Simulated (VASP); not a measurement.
A run of VASP 6.6.1 is set up as follows.

INCAR

```
SYSTEM = ZnBF5
  PREC = Accurate
  ENCUT = 600
  EDIFF = 1E-6
  ISMEAR = -1
  SIGMA = 0.03
  LREAL = .FALSE.
  LASPH = .TRUE.
  NELM = 60
  ALGO = Normal
  ISIF = 3
  LWAVE = .FALSE.
  LCHARG = .FALSE.
  GGA = PS
  IBRION = 2
  NSW = 100
  EDIFFG = -0.01
```

The input KPOINTS:

```
Automatic mesh
0
G
  6 6 4
  0 0 0
```

Contents of POSCAR:

```
ZnBF5
1.0
    3.5450965700      0.0000000000      0.0000000000
    0.0000000000      3.5450965700      0.0000000000
    0.0000000000      0.0000000000      6.1769233700
Zn B F
1 1 5
Direct
    0.0000000000      0.0000000000      0.5000000000
    0.5000000000      0.5000000000      0.0000000000
    0.0000000000      0.0000000000      0.0000000000
    0.5000000000      0.0000000000      0.7047851500
    0.0000000000      0.5000000000      0.7047851500
    0.5000000000      0.0000000000      0.2952148500
    0.0000000000      0.5000000000      0.2952148500
```

Potentials or basis: VASP PAW PBE potentials, release 64 (Zn, B, F).

Run with:

```sh
$ cat potpaw_PBE.64/Zn/POTCAR potpaw_PBE.64/B/POTCAR potpaw_PBE.64/F/POTCAR > POTCAR
$ mpirun -np 1 vasp_std > vasp.out
```

Q: Estimate the relaxed volume.

A: 8.93 Å³/atom.

Q: What does it give for the band gap on the k mesh?

A: Zero (bands 25 and 26 overlap by 1.00 eV).

Final structure:
```
Zn B F
1.0
     3.44481    0.00000    0.00000
     0.00000    3.44481    0.00000
     0.00000    0.00000    5.26848
Zn B F
1 1 5
Cartesian
  0.0000 0.0000 2.6342
  1.7224 1.7224 0.0000
  0.0000 0.0000 0.0000
  1.7224 0.0000 3.8739
  0.0000 1.7224 3.8739
  1.7224 0.0000 1.3945
  0.0000 1.7224 1.3945
```

Caveat: the volume moved by over 15 % at a fixed basis, so the end points are rough; the PAW data sets were made with another functional, which shifts forces and pressure a little.
